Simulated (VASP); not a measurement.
Wanted: the native input for a VASP 6.6.1 run.

* Task: relaxation of cell and atoms
* Functional: PBE
* Potentials or basis: VASP PAW PBE potentials, release 64 (Br)
* Cutoff: 600 eV
* k mesh: 5 × 5 × 2
* Occupations: fermi-dirac, width 0.05 eV
* Spin: no spin polarisation
* Dipole correction: no
* Further INCAR settings: ALGO = Normal; EDIFF = 1e-06; IBRION = 2; EDIFFG = -0.01; NSW = 80; ISIF = 3

The structure of Br lies in POSCAR:

```
Br
1.0
    3.2836000000     -2.2339000000      0.0000000000
    3.2836000000      2.2339000000      0.0000000000
    0.0000000000      0.0000000000      8.6938000000
Br
4
Direct
    0.8610000000      0.1390000000      0.1114000000
    0.6390000000      0.3610000000      0.6114000000
    0.1390000000      0.8610000000      0.8886000000
    0.3610000000      0.6390000000      0.3886000000
```

The input as run:

INCAR

```
PREC     = Accurate       # precision mode
ENCUT    = 600            # plane-wave cutoff, eV
EDIFF    = 1E-6           # SCF threshold, eV
ISMEAR   = -1             # smearing method
SIGMA    = 0.05           # smearing width, eV
LREAL    = F              # projectors in reciprocal space
LASPH    = T              # aspherical terms in the spheres
NELM     = 80             # most SCF steps
ALGO     = Normal         # electronic algorithm
ISIF     = 3              # what is computed and relaxed
LWAVE    = F              # write WAVECAR
LCHARG   = F              # write CHGCAR
GGA      = PE             # functional
IBRION   = 2              # ionic algorithm
NSW      = 80             # ionic steps
EDIFFG   = -0.01          # ionic threshold
```

KPOINTS

```
regular mesh
0
Gamma
  5 5 2
```

Potentials or basis: VASP PAW PBE potentials, release 64 (Br).

The run is started by

```console
$ cat potpaw_PBE.64/Br/POTCAR > POTCAR
$ mpirun -np 1 vasp_std > vasp.out
```

Results of the run:

- Relaxed volume: 39.51 Å³/atom
- Relaxed cell: a = 4.755 Å, b = 4.755 Å, c = 8.713 Å, α = 90.00°, β = 90.00°, γ = 53.36°
- Space group after relaxing (to 0.1 Å): Cmce (No. 64)
- Energy gained by relaxing: 51.1 meV/atom
- Ionic steps: 19
- Pressure after relaxing: 0.0 GPa
- Largest force after relaxing: 0.010 eV/Å
- Band gap on the k mesh: 1.36 eV

Caveat: the volume moved by over 15 % at a fixed basis, so the end points are rough; this functional lacks dispersion, which holds the molecules together, so the pressure and a relaxed volume are unreliable; an odd mesh through Γ misses points on the zone boundary, where band edges can lie.

It took 12 min on 1 thread of Intel Xeon 8259CL, on a shared host, peak memory 0.27 GiB.
